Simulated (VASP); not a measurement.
# TiC (Fm-3m) in VASP: further runs

TiC is run at these levels: BLYP+D3(BJ), PBEsol, RPBE; tasks: single point, vibrations by perturbation theory.

Program: VASP 6.6.1. These are calculated values, not measurements. Logs are shortened: lines on timing, memory, paths and dates and some standing lists are left out, and cuts for length are marked.

**1. The cell of the first run**

The structure is cubic, space group Fm-3m (No. 225). The conventional cell has a = 4.444 Å, b = 4.444 Å, c = 4.444 Å, α = 90.00°, β = 90.00°, γ = 90.00°. Ti (site symmetry m-3m) has 6 C at 2.22 Å within 2.9 Å. C (site symmetry m-3m) has 6 Ti at 2.22 Å within 2.9 Å.

**2. Single point, BLYP+D3(BJ) (10.97 Å³/atom)**

POSCAR reads:

```
TiC
1.0
    0.0000000000      2.2219962800      2.2219962800
    2.2219962800      0.0000000000      2.2219962800
    2.2219962800      2.2219962800      0.0000000000
Ti C
1 1
Direct
    0.0000000000      0.0000000000      0.0000000000
    0.5000000000      0.5000000000      0.5000000000
```

INCAR.step1 reads:

```
PREC = Accurate
ENCUT = 520
EDIFF = 1E-6
ISMEAR = -1
SIGMA = 0.05
LREAL = F
LASPH = T
NELM = 120
ALGO = Normal
ISIF = 2
LWAVE = F
LCHARG = T
LMAXMIX = 4
GGA = B5
ALDAX = 1.0
AGGAX = 1.0
AGGAC = 1.0
ALDAC = 0.0
IVDW = 12
VDW_S6 = 1.0
VDW_S8 = 2.6996
VDW_A1 = 0.4298
VDW_A2 = 4.2359
NBANDS = 15
GGA_COMPAT = F
NEDOS = 2001
LORBIT = 11
```

KPOINTS.step1 reads:

```
Automatic mesh
0
Gamma
  11 11 11
```

INCAR.step2 reads:

```
PREC = Accurate
ENCUT = 520
EDIFF = 1E-6
ISMEAR = -5
SIGMA = 0.05
LREAL = F
LASPH = T
NELM = 120
ALGO = Normal
ISIF = 2
LWAVE = F
LCHARG = F
LMAXMIX = 4
GGA = B5
ALDAX = 1.0
AGGAX = 1.0
AGGAC = 1.0
ALDAC = 0.0
IVDW = 12
VDW_S6 = 1.0
VDW_S8 = 2.6996
VDW_A1 = 0.4298
VDW_A2 = 4.2359
LORBIT = 10
NEDOS = 1001
ICHARG = 11
GGA_COMPAT = F
```

KPOINTS.step2 reads:

```
Automatic mesh
0
Gamma
  17 17 17
```

Potentials or basis: VASP PAW PBE potentials, release 64 (Ti_sv, C).

On the command line:

```
$ cat potpaw_PBE.64/Ti_sv/POTCAR potpaw_PBE.64/C/POTCAR > POTCAR
$ cp INCAR.step1 INCAR
$ cp KPOINTS.step1 KPOINTS
$ mpirun -np 1 vasp_std > vasp.out
$ cp INCAR.step2 INCAR
$ cp KPOINTS.step2 KPOINTS
$ mpirun -np 1 vasp_std > vasp.out
```

OUTCAR:

```text
PREC = Accurate
   ENCUT = 520
   EDIFF = 1E-6
   ISMEAR = -5
   LREAL = F
   LASPH = T
   NELM = 120
   ISIF = 2
   GGA = B5
   IVDW = 12
   LORBIT = 10
   ICHARG = 11
 IVDW          = 12

 ion  position               nearest neighbor table
   1  0.000  0.000  0.000-   2 2.22   2 2.22   2 2.22   2 2.22   2 2.22   2 2.22
   2  0.500  0.500  0.500-   1 2.22   1 2.22   1 2.22   1 2.22   1 2.22   1 2.22

  LATTYP: Found a face centered cubic cell.
 ALAT       =     4.4439925600

  Lattice vectors:

 A1 = (   0.0000000000,   2.2219962800,   2.2219962800)
 A2 = (   2.2219962800,   0.0000000000,   2.2219962800)
 A3 = (   2.2219962800,   2.2219962800,   0.0000000000)

Analysis of symmetry for initial positions (statically):
=====================================================================
 Subroutine PRICEL returns:
 Original cell was already a primitive cell.

 Routine SETGRP: Setting up the symmetry group for a
 face centered cubic supercell.

 Subroutine GETGRP returns: Found 48 space group operations
 (whereof 48 operations were pure point group operations)
 out of a pool of 48 trial point group operations.

The static configuration has the point symmetry O_h .

Analysis of symmetry for dynamics (positions and initial velocities):
=====================================================================
 Subroutine PRICEL returns:
 Original cell was already a primitive cell.

 Routine SETGRP: Setting up the symmetry group for a
 face centered cubic supercell.

 Subroutine GETGRP returns: Found 48 space group operations
 (whereof 48 operations were pure point group operations)
 out of a pool of 48 trial point group operations.

The dynamic configuration has the point symmetry O_h .

 Subroutine INISYM returns: Found 48 space group operations
 (whereof 48 operations are pure point group operations),
 and found     1 'primitive' translations

----------------------------------------------------------------------------------------

                                     Primitive cell

  volume of cell :      21.9412

  direct lattice vectors                    reciprocal lattice vectors
     0.000000000  2.221996280  2.221996280    -0.225022879  0.225022879  0.225022879
     2.221996280  0.000000000  2.221996280     0.225022879 -0.225022879  0.225022879
     2.221996280  2.221996280  0.000000000     0.225022879  0.225022879 -0.225022879

  length of vectors
     3.142377275  3.142377275  3.142377275     0.389751059  0.389751059  0.389751059

  position of ions in fractional coordinates (direct lattice)
     0.000000000  0.000000000  0.000000000
     0.500000000  0.500000000  0.500000000

  ion indices of the primitive-cell ions
   primitive index   ion index
                 1           1
                 2           2

----------------------------------------------------------------------------------------

 KPOINTS: Automatic mesh

Automatic generation of k-mesh.
 Grid dimensions read from file:
 generate k-points for:   17   17   17

 Generating k-lattice:

  Cartesian coordinates                     Fractional coordinates (reciprocal lattice)
    -0.013236640  0.013236640  0.013236640     0.058823529  0.000000000  0.000000000
     0.013236640 -0.013236640  0.013236640     0.000000000  0.058823529  0.000000000
     0.013236640  0.013236640 -0.013236640     0.000000000  0.000000000  0.058823529

  Length of vectors
     0.022926533  0.022926533  0.022926533

  Shift w.r.t. Gamma in fractional coordinates (k-lattice)
     0.000000000  0.000000000  0.000000000

 TETIRR: Found    693 inequivalent tetrahedra from    29478

 Subroutine IBZKPT returns following result:
 ===========================================

 Found    165 irreducible k-points:

 Following reciprocal coordinates:
            Coordinates               Weight
  0.000000  0.000000  0.000000      1.000000
  0.058824  0.000000  0.000000      8.000000
  0.117647  0.000000  0.000000      8.000000
  0.176471  0.000000  0.000000      8.000000
  0.235294  0.000000  0.000000      8.000000
  0.294118  0.000000  0.000000      8.000000
[... 16 lines left out ...]
 -0.176471  0.058824  0.000000     24.000000
 -0.117647  0.058824  0.000000     24.000000
 [... further k-points ...]
   k-points           NKPTS =    165   k-points in BZ     NKDIM =    165   number of bands    NBANDS=     12
   number of dos      NEDOS =   1001   number of ions     NIONS =      2
   total plane-waves  NPLWV =  13824
   dimension x,y,z NGX =    24 NGY =   24 NGZ =   24
   dimension x,y,z NGXF=    48 NGYF=   48 NGZF=   48
   ions per type =               1   1
   NGX,Y,Z   is equivalent  to a cutoff of  12.70, 12.70, 12.70 a.u.
   NGXF,Y,Z  is equivalent  to a cutoff of  25.39, 25.39, 25.39 a.u.
 SYSTEM =  unknown system
   PREC   = accura    normal or accurate (medium, high low for compatibility)
   ISTART =      0    job   : 0-new  1-cont  2-samecut
   ICHARG =     11    charge: 1-file 2-atom 10-const
   ISPIN  =      1    spin polarized calculation?
   LNONCOLLINEAR =      F non collinear calculations
   LSORBIT =      F    spin-orbit coupling
   LASPH  =      T    aspherical Exc in radial PAW
   ENCUT  =  520.0 eV  38.22 Ry    6.18 a.u.   5.84  5.84  5.84*2*pi/ulx,y,z
   NELM   =    120;   NELMIN=  2; NELMDL=  0     # of ELM steps
   EDIFF  = 0.1E-05   stopping-criterion for ELM
   LREAL  =      F    real-space projection
   EDIFFG = 0.1E-04   stopping-criterion for IOM
   NSW    =      0    number of steps for IOM
   IBRION =     -1    ionic relax: 0-MD 1-quasi-New 2-CG
   NFREE  =      0    steps in history (QN), initial steepest desc. (CG)
   ISIF   =      2    stress and relaxation
   ISYM   =      2    0-nonsym 1-usesym 2-fastsym
   POTIM  = 0.5000    time-step for ionic-motion
   TEBEG  =    0.0;   TEEND  =   0.0 temperature during run
   PSTRESS=    0.0 pullay stress
   NELECT =      16.0000    total number of electrons
   NUPDOWN=      -1.0000    fix difference up-down
   EMIN   =  10.00;   EMAX   =-10.00  energy-range for DOS
   EFERMI =   0.00;   METHOD = LEGACY
   ISMEAR =    -5;   SIGMA  =   0.05  broadening in eV -4-tet -1-fermi 0-gaus
   EFERMI_NEDOS =   21; number of points for ismear=-14 and -15
   IALGO  =     38    algorithm
   IMIX   =      4    mixing-type and parameters
     AMIX     =   0.40;   BMIX     =  1.00
     AMIX_MAG =   1.60;   BMIX_MAG =  1.00
  volume/ion in A,a.u.               =      10.97        74.03
  Fermi-wavevector in a.u.,A,eV,Ry     =   1.473539  2.784584 29.542545  2.171316
  Thomas-Fermi vector in A             =   2.588419
   LORBIT       =     10    0 simple, 1 ext, 2 COOP (PROOUT), +10 PAW based schemes
   GGA     = B5    functional components
   LHFCALC =     F    Hartree Fock is set to
   AEXX    =    0.0000 exact exchange contribution
   IVDW    =    12    specifies the selected vdW correction
   LEPSILON=     F    determine dielectric tensor
   LRPA    =     F    only Hartree local field effects (RPA)
 non-spin polarized calculation
 Fermi weights with tetrahedron method with Bloechl corrections
  energy-cutoff  :      520.00
  volume of cell :       21.94
 maximum number of plane-waves:       609

 number of electron      16.0000002 magnetization

 Free energy of the ion-electron system (eV)
  ---------------------------------------------------
  ext. energy  EPLUGINS =         0.00000000
  ---------------------------------------------------
  free energy    TOTEN  =       -17.01865450 eV

  energy without entropy =      -17.01865450  energy(sigma->0) =      -17.01865450

 E-fermi :   8.9841     XC(G=0): -11.6575

 val. band max:        9.0147110594   @ k =   0.1176   0.0588   0.0000
 cond. band min:       8.9221125073   @ k =   0.4118   0.3529   0.0000
 fundamental gap:     -0.0925985521
 Fermi energy:         8.9841303054

 k-point     1 :       0.0000    0.0000    0.0000
  band No.  band energies     occupation
      1     -47.7138      2.00000
      2     -23.9264      2.00000
      3     -23.9264      2.00000
      4     -23.9264      2.00000
      5      -2.9197      2.00000
      6       9.6043      0.00000
      7       9.6043      0.00000
      8       9.6043      0.00000
      9      10.4245      0.00000
     10      10.4245      0.00000
     11      10.4834      0.00000
     12      10.4834      0.00000

 k-point     2 :       0.0588    0.0000    0.0000
  band No.  band energies     occupation
      1     -47.7120      2.00000
      2     -23.9390      2.00000
      3     -23.9276      2.00000
      4     -23.9276      2.00000
      5      -2.8500      2.00000
      6       9.2427      0.38003
      7       9.4266     -0.27255
      8       9.4266     -0.21180
      9       9.8721      0.00000
     10       9.8721      0.00000
     11      10.6739      0.00000
     12      11.3122      0.00000

 k-point     3 :       0.1176    0.0000    0.0000
  band No.  band energies     occupation
      1     -47.7071      2.00000
      2     -23.9751      2.00000
      3     -23.9311      2.00000
      4     -23.9311      2.00000
      5      -2.6447      2.00000
      6       8.5058      2.02591
      7       8.7576      2.00770
      8       8.7576      1.96973
      9       9.9280      0.00000
     10       9.9280      0.00000
     11      10.9478      0.00000
     12      12.2134      0.00000
[... 286 lines left out ...]
 k-point    23 :      -0.1765    0.0588    0.0000
  band No.  band energies     occupation
      1     -47.6954      2.00000
      2     -24.0531      2.00000
      3     -23.9514      2.00000
      4     -23.9341      2.00000
      5      -2.1292      2.00000
      6       7.1976      2.00000
      7       7.6994      2.00000
      8       7.9758      2.00000
      9      10.0816      0.00000
     10      10.4721      0.00000
     11      11.4064      0.00000
     12      12.9045      0.00000

 k-point    24 :      -0.1176    0.0588    0.0000
  band No.  band energies     occupation
      1     -47.7034      2.00000
      2     -23.9965      2.00000
      3     -23.9431      2.00000
      4     -23.9295      2.00000
      5      -2.4910      2.00000
      6       8.0617      2.00000
      7       8.2993      2.00000
      8       8.5340      2.04380
      9       9.8406      0.00000
     10      10.2756      0.00000
     11      11.2104      0.00000
     12      12.0807      0.00000

 [... further k-points ...]

------------------------ aborting loop because EDIFF is reached ----------------------------------------

 Edisp (eV)   -1.85936

 E8    (eV) :    -1.3556

  FORCE on cell =-STRESS in cart. coord.  units (eV):
  Direction    XX          YY          ZZ          XY          YZ          ZX
  --------------------------------------------------------------------------------------
  -------------------------------------------------------------------------------------
  Total      -3.09883    -3.09883    -3.09883     0.00000     0.00000    -0.00000
  in kB    -226.28108  -226.28108  -226.28108     0.00000     0.00000    -0.00000
  external pressure =     -226.28 kB  Pullay stress =        0.00 kB

 VOLUME and BASIS-vectors are now :
 -----------------------------------------------------------------------------
  energy-cutoff  :      520.00
  volume of cell :       21.94
      direct lattice vectors                 reciprocal lattice vectors
     0.000000000  2.221996280  2.221996280    -0.225022879  0.225022879  0.225022879
     2.221996280  0.000000000  2.221996280     0.225022879 -0.225022879  0.225022879
     2.221996280  2.221996280  0.000000000     0.225022879  0.225022879 -0.225022879

 POSITION                                       TOTAL-FORCE (eV/Angst)
 -----------------------------------------------------------------------------------
      0.00000      0.00000      0.00000         0.000000      0.000000      0.000000
      2.22200      2.22200      2.22200         0.000000     -0.000000     -0.000000
 -----------------------------------------------------------------------------------
    total drift:                                0.000000     -0.000000     -0.000000

  FREE ENERGIE OF THE ION-ELECTRON SYSTEM (eV)
  ---------------------------------------------------
  free  energy   TOTEN  =       -18.8780103546 eV

  energy  without entropy=      -18.8780103546  energy(sigma->0) =      -18.87801035

 total charge

# of ion       s       p       d       tot
------------------------------------------
    1        2.181   6.205   1.901  10.288
    2        0.893   1.491   0.000   2.384
--------------------------------------------------
tot          3.074   7.697   1.901  12.672
```

It took 22 s on 1 thread of Intel Xeon 6975P-C (Granite Rapids), shared host; peak memory 0.18 GiB.

What came out:

* Valence electrons inside the program's atomic spheres: Ti 10.29; C 2.38
* Dispersion energy per atom: -0.930 eV

Caveat: three body term missing; the PAW data sets were made with another functional, which shifts forces and pressure a little; tetrahedron occupations give inexact forces and stress in metals.

**3. Vibrations by perturbation theory, PBEsol**

This run uses another cell than the first one, of 10.16 Å³/atom.

INCAR reads:

```
  PREC = Accurate
  ENCUT = 520
  EDIFF = 1E-8
  ISMEAR = -1
  SIGMA = 0.05
  LREAL = F
  LASPH = T
  NELM = 80
  ALGO = Normal
  ISIF = 2
  LWAVE = F
  LCHARG = F
  GGA = PS
  IBRION = 8
  NSW = 1
```

KPOINTS reads:

```
regular mesh
0
Gamma
  8 8 8
```

POSCAR reads:

```
TiC
1.0
    0.0000000000      2.1657188437      2.1657188437
    2.1657188437      0.0000000000      2.1657188437
    2.1657188437      2.1657188437      0.0000000000
Ti C
1 1
Direct
    0.0000000000      0.0000000000      0.0000000000
    0.5000000000      0.5000000000      0.5000000000
```

Potentials or basis: VASP PAW PBE potentials, release 64 (Ti_sv, C).

On the command line:

```
$ cat potpaw_PBE.64/Ti_sv/POTCAR potpaw_PBE.64/C/POTCAR > POTCAR
$ mpirun -np 1 vasp_std > vasp.out
```

OUTCAR:

```text
PREC = Accurate
   ENCUT = 520
   EDIFF = 1E-8
   ISMEAR = -1
   LREAL = F
   LASPH = T
   NELM = 80
   ISIF = 2
   GGA = PS
   IBRION = 8
   NSW = 1

 ion  position               nearest neighbor table
   1  0.000  0.000  0.000-   2 2.17   2 2.17   2 2.17   2 2.17   2 2.17   2 2.17
   2  0.500  0.500  0.500-   1 2.17   1 2.17   1 2.17   1 2.17   1 2.17   1 2.17

  LATTYP: Found a face centered cubic cell.
 ALAT       =     4.3314376874

  Lattice vectors:

 A1 = (   0.0000000000,   2.1657188437,   2.1657188437)
[... 614 lines left out ...]
  1X    -9.863413    0.000000    0.000000    9.863413    0.000000    0.000000
  1Y     0.000000   -9.863413    0.000000    0.000000    9.863413    0.000000
  1Z     0.000000    0.000000   -9.863413    0.000000    0.000000    9.863413
  2X     9.787239    0.000000    0.000000   -9.787239    0.000000    0.000000
  2Y     0.000000    9.787239    0.000000    0.000000   -9.787239    0.000000
  2Z     0.000000    0.000000    9.787239    0.000000    0.000000   -9.787239

 Eigenvectors and eigenvalues of the dynamical matrix
 ----------------------------------------------------

   1 f  =   15.795528 THz    99.246231 2PiTHz  526.882109 cm-1    65.325026 meV
             X         Y         Z           dx          dy          dz
      0.000000  0.000000  0.000000     0.000000    0.449216    0.000000
      2.165719  2.165719  2.165719     0.000000   -0.893423    0.000000
[... 21 lines left out ...]
   6 f/i=    0.024574 THz     0.154403 2PiTHz    0.819702 cm-1     0.101630 meV
             X         Y         Z           dx          dy          dz
      0.000000  0.000000  0.000000     0.000000    0.000000    0.893423
      2.165719  2.165719  2.165719     0.000000    0.000000    0.449216

--------------------------------------------------------------------------------------------------------

 ELASTIC MODULI CONTR FROM IONIC RELAXATION (kBar)
 Direction    XX          YY          ZZ          XY          YZ          ZX
 --------------------------------------------------------------------------------
 XX           0.0000      0.0000      0.0000      0.0000      0.0000      0.0000
 YY           0.0000      0.0000      0.0000      0.0000      0.0000      0.0000
 ZZ           0.0000      0.0000      0.0000      0.0000      0.0000      0.0000
 XY           0.0000      0.0000      0.0000      0.0000      0.0000      0.0000
 YZ           0.0000      0.0000      0.0000      0.0000      0.0000      0.0000
 ZX           0.0000      0.0000      0.0000      0.0000      0.0000      0.0000
 --------------------------------------------------------------------------------
```

OSZICAR:

```text
N       E                     dE             d eps       ncg     rms          rms(c)
DAV:   1     0.123017306783E+03    0.12302E+03   -0.83847E+03   696   0.159E+03
DAV:   2    -0.145273944871E+02   -0.13754E+03   -0.13047E+03   700   0.388E+02
DAV:   3    -0.248240423231E+02   -0.10297E+02   -0.95216E+01   972   0.991E+01
[... 63 lines left out ...]
RMM:  17    -0.117514992686E+00   -0.14622E-07   -0.17073E-07  3218   0.140E-04    0.514E-07
RMM:  18    -0.117514993660E+00   -0.97444E-09   -0.25616E-07  3243   0.125E-04    0.852E-07
RMM:  19    -0.117514996948E+00   -0.32876E-08   -0.15426E-07  3022   0.118E-04    0.275E-07
RMM:  20    -0.117514997646E+00   -0.69845E-09   -0.29320E-07  2566   0.114E-04    0.368E-07
RMM:  21    -0.117514997854E+00   -0.20741E-09    0.18195E-08  2062   0.111E-04    0.216E-07
 Linear response finished
```

stdout:

```text
POSCAR found type information on POSCAR TiC
 POSCAR found :  2 types and       2 ions
 scaLAPACK will be used
 -----------------------------------------------------------------------------
|                                                                             |
|                                                                             |
|     You enforced a specific xc type in the INCAR file but a different       |
|     I HOPE YOU KNOW WHAT YOU ARE DOING!                                     |
|                                                                             |
 -----------------------------------------------------------------------------

 LDA part: xc-table for (Slater+PW92), standard interpolation
 POSCAR, INCAR and KPOINTS ok, starting setup
 FFT: planning ... GRIDC
 FFT: planning ... GRID_SOFT
 FFT: planning ... GRID
 WAVECAR not read
 entering main loop
 Linear response reoptimize wavefunctions to high precision
 Linear response DOF=           2
 Linear response progress:
 first order change of Fermi-energy   0.49733E-03
 force on displaced ion       1 direction 1 :  -9.863   0.000   0.000
 Linear response progress:
 first order change of Fermi-energy  -0.13972E-03
 force on displaced ion       2 direction 1 :  -9.787   0.000   0.000
 Linear response finished
```

Run time: 62 s. Hardware: 1 thread of AMD EPYC 9R45 (Zen 5), shared host; peak memory 0.15 GiB.

What came out:

| Quantity | Value |
| --- | --- |
| Highest phonon frequency at Γ | 527 cm⁻¹ |

Phonon frequencies in cm⁻¹ (negative: imaginary):
```tsv
q point	frequencies
(0.000, 0.000, 0.000)	-1 -1 -1 527 527 527
```

Caveat: the cell stands under pressure or tension, which shifts response properties; the PAW data sets were made with another functional, which shifts forces and pressure a little.

(Continued in part 2 of 2.)
